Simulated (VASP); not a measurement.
Set up this calculation in VASP 6.6.1, as the native input.

- Task: single point
- Functional: PBEsol
- Potentials or basis: VASP PAW PBE potentials, release 64 (Sr_sv, Ti_sv, O)
- Cutoff: 520 eV
- k mesh: 7 × 7 × 7
- Occupations: fermi-dirac, width 0.05 eV
- Spin: no spin polarisation
- Dipole correction: no
- Further INCAR settings: ALGO = Normal; EDIFF = 1e-06; NBANDS = 28

The structure of SrTiO3 lies in POSCAR:

```
SrTiO3
1.0
    3.8659500000      0.0000000000      0.0000000000
    0.0000000000      3.8659500000      0.0000000000
    0.0000000000      0.0000000000      3.9050000000
Sr Ti O
1 1 3
Direct
    0.0000000000      0.0000000000      0.0000000000
    0.5000000000      0.5000000000      0.5000000000
    0.0000000000      0.5000000000      0.5000000000
    0.5000000000      0.0000000000      0.5000000000
    0.5000000000      0.5000000000      0.0000000000
```

This cell differs from its parent crystal: equal xx and yy strain of -1 %.

One way to write it, as run:

INCAR

```
PREC = Accurate
ENCUT = 520
EDIFF = 1E-6
ISMEAR = -1
SIGMA = 0.05
LREAL = F
LASPH = T
NELM = 80
ALGO = Normal
ISIF = 2
LWAVE = F
LCHARG = F
GGA = PS
NBANDS = 28
```

KPOINTS

```
regular mesh
0
Gamma
  7 7 7
```

Potentials or basis: VASP PAW PBE potentials, release 64 (Sr_sv, Ti_sv, O).

The run is started by

```console
$ cat potpaw_PBE.64/Sr_sv/POTCAR potpaw_PBE.64/Ti_sv/POTCAR potpaw_PBE.64/O/POTCAR > POTCAR
$ mpirun -np 1 vasp_std > vasp.out
```

Results of the run:

- Pressure: 2.5 GPa
- Band gap on the k mesh: 1.90 eV (least direct gap 2.17 eV)

Caveat: the cell differs from its parent crystal (equal xx and yy strain of -1 %); the PAW data sets were made with another functional, which shifts forces and pressure a little.

Run time: 2.7 min on 1 thread of Intel Xeon 8259CL (shared host), peak memory 0.21 GiB.
